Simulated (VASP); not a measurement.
Here is a VASP 6.6.1 calculation.

INCAR

```
SYSTEM = SiGe2
PREC = Accurate
ENCUT = 520
EDIFF = 1E-6
ISMEAR = 0
SIGMA = 0.1
LREAL = .False.
LASPH = .True.
NELM = 60
ALGO = Normal
ISIF = 2
LWAVE = .False.
LCHARG = .False.
GGA = PE
NBANDS = 41
```

File KPOINTS:

```
regular mesh
0
Gamma
  6 6 4
  0 0 0
```

The input POSCAR:

```
SiGe2
1.0
    5.1417452900      0.0000000000      0.0000000000
   -2.5708726500      4.4528820400      0.0000000000
    0.0000000000      0.0000000000      4.6965191700
Si Ge
2 4
Direct
    0.6666666700      0.3333333300      0.0000000000
    0.3333333300      0.6666666700      0.0000000000
    0.0000000000      0.0000000000      0.0000000000
    0.0000000000      0.3333333300      0.5000000000
    0.6666666700      0.6666666700      0.5000000000
    0.3333333300      0.0000000000      0.5000000000
```

Potentials or basis: VASP PAW PBE potentials, release 64 (Si, Ge_d).

The run is started by

```console
$ cat potpaw_PBE.64/Si/POTCAR potpaw_PBE.64/Ge_d/POTCAR > POTCAR
$ mpirun -np 1 vasp_std > vasp.out
```

Question: Predict the pressure.

Answer: -1.0 GPa.

Question: Estimate the band gap on the k mesh.

Answer: Zero (band 32 reaches 8.30 eV, above the bottom of band 33 at 4.83 eV).

Question: Estimate the largest force.

Answer: 0.213 eV/Å.

Stress tensor (GPa, compression positive):
```
-2.90  0.00  0.00
 0.00 -2.90  0.00
 0.00  0.00  2.64
```
